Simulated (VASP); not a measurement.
# TaWC2 (R-3m) in VASP: settings compared, part 2 of 2

VASP 6.6.1. The steps go on from the part before.

### Step 3. Relaxation of cell and atoms, PBEsol+U

Contents of INCAR:

```
PREC = Accurate
ENCUT = 600
EDIFF = 1E-6
ISMEAR = -1
SIGMA = 0.05
LREAL = F
LASPH = T
NELM = 150
ALGO = Normal
ISIF = 3
LWAVE = F
LCHARG = F
LMAXMIX = 4
LDAU = T
LDAUTYPE = 2
LDAUL = 2 2 -1
LDAUU = 2 2 0
LDAUJ = 0 0 0
LDAUPRINT = 1
GGA = PS
IBRION = 2
NSW = 60
EDIFFG = -0.01
```

Contents of KPOINTS:

```
regular mesh
0
Gamma
  10 10 10
```

Contents of POSCAR:

```
TaWC2
1.0
    1.5718551461      0.9075109917      5.1016196719
   -1.5718551461      0.9075109917      5.1016196719
    0.0000000000     -1.8150219835      5.1016196719
W Ta C
1 1 2
Direct
    0.0000000000      0.0000000000      0.0000000000
    0.5000000000      0.5000000000      0.5000000000
    0.2509330000      0.2509330000      0.2509330000
    0.7490670000      0.7490670000      0.7490670000
```

Potentials or basis: VASP PAW PBE potentials, release 64 (W_sv, Ta_pv, C).

Run with:

```sh
$ cat potpaw_PBE.64/W_sv/POTCAR potpaw_PBE.64/Ta_pv/POTCAR potpaw_PBE.64/C/POTCAR > POTCAR
$ mpirun -np 1 vasp_std > vasp.out
```

OUTCAR:

```text
PREC = Accurate
   ENCUT = 600
   EDIFF = 1E-6
   ISMEAR = -1
   LREAL = F
   LASPH = T
   NELM = 150
   ISIF = 3
   GGA = PS
   IBRION = 2
   NSW = 60
   EDIFFG = -0.01

 ion  position               nearest neighbor table
   1  0.000  0.000  0.000-   4 2.21   4 2.21   3 2.21   3 2.21   4 2.21   3 2.21   2 3.13   2 3.13
                             2 3.13   2 3.13   2 3.13   2 3.13
   2  0.500  0.500  0.500-   3 2.23   3 2.23   4 2.23   4 2.23   3 2.23   4 2.23   1 3.13   1 3.13
                             1 3.13   1 3.13   1 3.13   1 3.13
   3  0.251  0.251  0.251-   1 2.21   1 2.21   1 2.21   2 2.23   2 2.23   2 2.23
   4  0.749  0.749  0.749-   1 2.21   1 2.21   1 2.21   2 2.23   2 2.23   2 2.23

  LATTYP: Found a trigonal (rhomboedric) cell.
 ALAT       =     5.4148710120
 COS(alpha) =     0.8314693846

  Lattice vectors:

 A1 = (   1.5718551461,   0.9075109917,   5.1016196719)
 A2 = (  -1.5718551461,   0.9075109917,   5.1016196719)
 A3 = (   0.0000000000,  -1.8150219835,   5.1016196719)

Analysis of symmetry for initial positions (statically):
=====================================================================
 Subroutine PRICEL returns:
 Original cell was already a primitive cell.

 Routine SETGRP: Setting up the symmetry group for a
 trigonal (rhombohedral) supercell.

 Subroutine GETGRP returns: Found 12 space group operations
 (whereof 12 operations were pure point group operations)
 out of a pool of 12 trial point group operations.

The static configuration has the point symmetry D_3d.

Analysis of symmetry for dynamics (positions and initial velocities):
=====================================================================
 Subroutine PRICEL returns:
 Original cell was already a primitive cell.

 Routine SETGRP: Setting up the symmetry group for a
 trigonal (rhombohedral) supercell.

 Subroutine GETGRP returns: Found 12 space group operations
[... 389 lines left out ...]
  0.0000 -0.0000  0.2196  0.0000  0.0000
  0.0327  0.0000  0.0000  0.2420 -0.0000
  0.0000  0.0327  0.0000 -0.0000  0.2449

spin component  2

  0.2449  0.0000  0.0000  0.0327  0.0000
  0.0000  0.2420 -0.0000  0.0000  0.0327
  0.0000 -0.0000  0.2196  0.0000  0.0000
  0.0327  0.0000  0.0000  0.2420 -0.0000
  0.0000  0.0327  0.0000 -0.0000  0.2449

 occupancies and eigenvectors

  o =  0.2107  v =  0.0000 -0.7223 -0.0000 -0.0000  0.6916  0.0000  0.0000  0.0000  0.0000  0.0000      0.0000  0.0000  0.0000  0.0000  0.0000  0.0000  0.0000  0.0000  0.0000  0.0000
  o =  0.2107  v =  0.0000  0.0000  0.0000  0.0000  0.0000  0.0000 -0.7223 -0.0000 -0.0000  0.6916      0.0000  0.0000  0.0000  0.0000  0.0000  0.0000  0.0000  0.0000  0.0000  0.0000
  o =  0.2107  v =  0.0000  0.0000  0.0000  0.0000  0.0000 -0.6916  0.0000  0.0000  0.7223  0.0000      0.0000  0.0000  0.0000  0.0000  0.0000  0.0000  0.0000  0.0000  0.0000  0.0000
  o =  0.2107  v = -0.6916  0.0000  0.0000  0.7223  0.0000  0.0000  0.0000  0.0000  0.0000  0.0000      0.0000  0.0000  0.0000  0.0000  0.0000  0.0000  0.0000  0.0000  0.0000  0.0000
  o =  0.2196  v =  0.0000  0.0000  0.0000  0.0000  0.0000  0.0000  0.0000 -1.0000  0.0000 -0.0000      0.0000  0.0000  0.0000  0.0000  0.0000  0.0000  0.0000  0.0000  0.0000  0.0000
  o =  0.2196  v =  0.0000  0.0000 -1.0000  0.0000 -0.0000  0.0000  0.0000  0.0000  0.0000  0.0000      0.0000  0.0000  0.0000  0.0000  0.0000  0.0000  0.0000  0.0000  0.0000  0.0000
  o =  0.2762  v = -0.7223  0.0000 -0.0000 -0.6916 -0.0000  0.0000  0.0000  0.0000  0.0000  0.0000      0.0000  0.0000  0.0000  0.0000  0.0000  0.0000  0.0000  0.0000  0.0000  0.0000
  o =  0.2762  v =  0.0000  0.0000  0.0000  0.0000  0.0000 -0.7223  0.0000 -0.0000 -0.6916 -0.0000      0.0000  0.0000  0.0000  0.0000  0.0000  0.0000  0.0000  0.0000  0.0000  0.0000
  o =  0.2762  v =  0.0000 -0.6916 -0.0000  0.0000 -0.7223  0.0000  0.0000  0.0000  0.0000  0.0000      0.0000  0.0000  0.0000  0.0000  0.0000  0.0000  0.0000  0.0000  0.0000  0.0000
  o =  0.2762  v =  0.0000  0.0000  0.0000  0.0000  0.0000  0.0000 -0.6916 -0.0000  0.0000 -0.7223      0.0000  0.0000  0.0000  0.0000  0.0000  0.0000  0.0000  0.0000  0.0000  0.0000

--------------------------------------- Ionic step        6  -------------------------------------------

 number of electron      33.0000001 magnetization

 Free energy of the ion-electron system (eV)
  ---------------------------------------------------
  ext. energy  EPLUGINS =         0.00000000
  ---------------------------------------------------
  free energy    TOTEN  =       -42.49397545 eV

  energy without entropy =      -42.47995653  energy(sigma->0) =      -42.48696599

 E-fermi :  10.5283     XC(G=0): -13.6110

 val. band max:       10.5131478289   @ k =   0.4000   0.3000   0.0000
 cond. band min:      10.5291776154   @ k =   0.4000   0.4000   0.1000
 fundamental gap:      0.0160297865
 Fermi energy:        10.5283358565

 k-point     1 :       0.0000    0.0000    0.0000
  band No.  band energies     occupation
      1     -65.0377      2.00000
      2     -29.3011      2.00000
      3     -29.1081      2.00000
      4     -29.1081      2.00000
      5     -25.5257      2.00000
      6     -25.1442      2.00000
[... 541 lines left out ...]
     19      12.2749      0.00000
     20      13.3123      0.00000

 [... further k-points ...]
[... 5 lines left out ...]
  --------------------------------------------------------------------------------------
  -------------------------------------------------------------------------------------
  Total        0.0080327      0.0080327      0.0278295      0.0000000     -0.0000000      0.0000000
  in kB        0.2994112      0.2994112      1.0373234      0.0000000     -0.0000000      0.0000000
  external PRESSURE =       0.5453819 kB  Pullay stress =       0.0000000 kB
[... 19 lines left out ...]
  FREE ENERGIE OF THE ION-ELECTRON SYSTEM (eV)
  ---------------------------------------------------
  free  energy   TOTEN  =       -42.4939754542 eV

  energy  without entropy=      -42.4799565305  energy(sigma->0) =      -42.48696599

 reached required accuracy - stopping structural energy minimisation
```

Wall time 7.6 min (1 thread of Intel Xeon 6975P-C (Granite Rapids), shared host); peak memory 0.44 GiB.

Results:

- Free energy: -42.4940 eV
- Relaxed volume: 10.75 Å³/atom
- Relaxed cell: a = 5.389 Å, b = 5.389 Å, c = 5.389 Å, α = 33.72°, β = 33.72°, γ = 33.72°
- Space group after relaxing (to 0.1 Å): R-3m (No. 166)
- Energy gained by relaxing: 3.0 meV/atom
- Ionic steps: 6
- Pressure after relaxing: 0.1 GPa

Step by step:
```tsv
step	energy change (eV)	largest force (eV/Å)	pressure (GPa)	volume (Å³)
1	0.0000	0.0998	-5.38	43.66
2	0.0590	0.0150	14.70	41.39
3	-0.0118	0.0792	-0.02	42.99
4	-0.0118	0.0788	0.08	42.98
5	-0.0121	0.0117	0.04	42.98
6	-0.0121	0.0006	0.05	42.98
```

Final structure:
```xyz
4
Lattice="1.5632 0.9025 5.0778 -1.5632 0.9025 5.0778 0.0000 -1.8050 5.0778" Properties=species:S:1:pos:R:3 pbc="T T T"
W     0.0000    1.8050   10.1556
Ta    0.0000    0.0000    7.6167
C     0.0000    0.0000    3.8279
C     0.0000    0.0000   11.4056
```

Levels at points of the mesh, in eV from the Fermi level:
```csv
k point,band 15,band 16,band 17,band 18,band 19,band 20
"(0.00, 0.00, 0.00)",-2.05,-0.90,-0.90,-0.85,-0.20,-0.20
"(0.50, 0.00, 0.00)",-4.52,-1.33,-0.78,1.54,2.21,3.30
"(0.50, 0.50, 0.00)",-2.31,-2.25,1.31,1.74,1.88,2.62
"(0.50, 0.50, 0.50)",-4.41,-0.98,-0.98,0.22,0.28,0.28
```

Eigenvalues of the final occupation matrices:
```tsv
site	spin	trace	eigenvalues
site 1 d	1	1.70	0.33 0.33 0.34 0.35 0.35
site 1 d	2	1.70	0.33 0.33 0.34 0.35 0.35
site 2 d	1	1.19	0.21 0.21 0.22 0.28 0.28
site 2 d	2	1.19	0.21 0.21 0.22 0.28 0.28
```

Caveat: the highest band is partly filled, so the run has too few bands; the PAW data sets were made with another functional, which shifts forces and pressure a little; spin-orbit coupling is left out, which moves the levels of the heavy elements; the U is typed as a test and isn't derived for this compound.
